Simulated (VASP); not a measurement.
Wanted: the native input for a VASP 6.6.1 run.

```yaml
Task: single point
Functional: PBEsol
Potentials_or_basis: VASP PAW PBE potentials, release 64 (In_d, P)
Cutoff: 520 eV
k_mesh: 11 × 11 × 11
Occupations: fermi-dirac, width 0.03 eV
Spin: no spin polarisation
Dipole_correction: no
Further_INCAR_settings: ALGO = Normal; EDIFF = 1e-06; NBANDS = 16
```

The structure of InP lies in POSCAR:

```
InP
1.0
    0.0000000000      2.8550000000      2.8550000000
    2.8550000000      0.0000000000      2.8550000000
    2.8550000000      2.8550000000      0.0000000000
In P
1 1
Direct
    0.0000000000      0.0000000000      0.0000000000
    0.5000000000      0.5000000000      0.5000000000
```

These files were run (other wordings do the same):

INCAR

```
SYSTEM = InP
PREC = Accurate
ENCUT = 520
EDIFF = 1E-6
ISMEAR = -1
SIGMA = 0.03
LREAL = .FALSE.
LASPH = .TRUE.
NELM = 100
ALGO = Normal
ISIF = 2
LWAVE = .FALSE.
LCHARG = .FALSE.
GGA = PS
NBANDS = 16
```

KPOINTS

```
regular mesh
0
G
  11 11 11
  0 0 0
```

Potentials or basis: VASP PAW PBE potentials, release 64 (In_d, P).

Launch:

```sh
$ cat potpaw_PBE.64/In_d/POTCAR potpaw_PBE.64/P/POTCAR > POTCAR
$ mpirun -np 1 vasp_std > vasp.out
```

Results of the run:

The pressure is -8.2 GPa. The band gap on the k mesh is zero (band 9 reaches 6.15 eV, above the bottom of band 10 at 3.82 eV).

Caveat: the PAW data sets were made with another functional, which shifts forces and pressure a little; spin-orbit coupling is left out, which moves the levels of the heavy elements.

Run time: 62 s on 1 thread of AMD EPYC 7R43 64-Core Processor (Zen 3) (shared host), peak memory 0.15 GiB.
